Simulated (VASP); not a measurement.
Write the native input for VASP 6.6.1 that does the following.

```
Task                   : single point
Functional             : r2SCAN
Potentials or basis    : VASP PAW PBE potentials, release 64 (V_sv)
Cutoff                 : 520 eV
k mesh                 : 13 × 13 × 4
Occupations            : fermi-dirac, width 0.05 eV
Spin                   : collinear spin, ferromagnetic start
Starting moments       : [1.0, 1.0, 1.0, 1.0] μB
Dipole correction      : no
Further INCAR settings : ALGO = Normal; EDIFF = 1e-06; NBANDS = 38
```

The system is V.

```
V
1.0
     2.62738    0.00000    0.00000
    -1.31369    2.27538    0.00000
     0.00000    0.00000    9.14332
V
4
Direct
  0.00000 0.00000 0.00000
  0.00000 0.00000 0.50000
  0.33333 0.66667 0.25000
  0.66667 0.33333 0.75000
```

This isn't the form of V at room conditions, which is bcc.

The input as run:

POSCAR

```
V
1.0
    2.6273793560      0.0000000000      0.0000000000
   -1.3136896780      2.2753772676      0.0000000000
    0.0000000000      0.0000000000      9.1433215110
V
4
Direct
    0.0000000000      0.0000000000      1.0000000000
    0.0000000000      0.0000000000      0.5000000000
    0.3333333333      0.6666666667      0.2500000000
    0.6666666667      0.3333333333      0.7500000000
```

INCAR.step1

```
ALGO = Normal ; EDIFF = 1E-4
ENCUT = 520 ; GGA = PE
ISMEAR = -1 ; ISPIN = 2
LASPH = True ; LCHARG = False
LMAXMIX = 4 ; LREAL = False
LWAVE = True ; MAGMOM = 1 1 1 1
NBANDS = 38 ; NELM = 150
PREC = Accurate ; SIGMA = 0.05
```

INCAR.step2

```
ALGO = Normal ; EDIFF = 1E-6
ENCUT = 520 ; ISIF = 2
ISMEAR = -1 ; ISPIN = 2
ISTART = 1 ; LASPH = True
LCHARG = False ; LMAXMIX = 4
LMIXTAU = True ; LORBIT = 11
LREAL = False ; LWAVE = False
MAGMOM = 1 1 1 1 ; METAGGA = R2SCAN
NBANDS = 38 ; NELM = 150
PREC = Accurate ; SIGMA = 0.05
```

KPOINTS

```
k-points
0
Gamma
  13 13 4
```

Potentials or basis: VASP PAW PBE potentials, release 64 (V_sv).

Command:

```bash
$ cat potpaw_PBE.64/V_sv/POTCAR > POTCAR
$ cp INCAR.step1 INCAR
$ mpirun -np 1 vasp_std > vasp.out
$ cp INCAR.step2 INCAR
$ mpirun -np 1 vasp_std > vasp.out
```

Results of the run:

```
Pressure                                              : 0.6 GPa
Band gap on the k mesh                                : zero (filled and empty bands overlap)
Net moment                                            : 0.00 μB per cell
Valence electrons inside the program's atomic spheres : V 11.60
```

Caveat: the PAW data sets were made with another functional, which shifts forces and pressure a little.

It took 8.5 min on 1 thread of AMD EPYC 9R45 96-Core Processor (Zen 5) (shared host), peak memory 0.28 GiB.
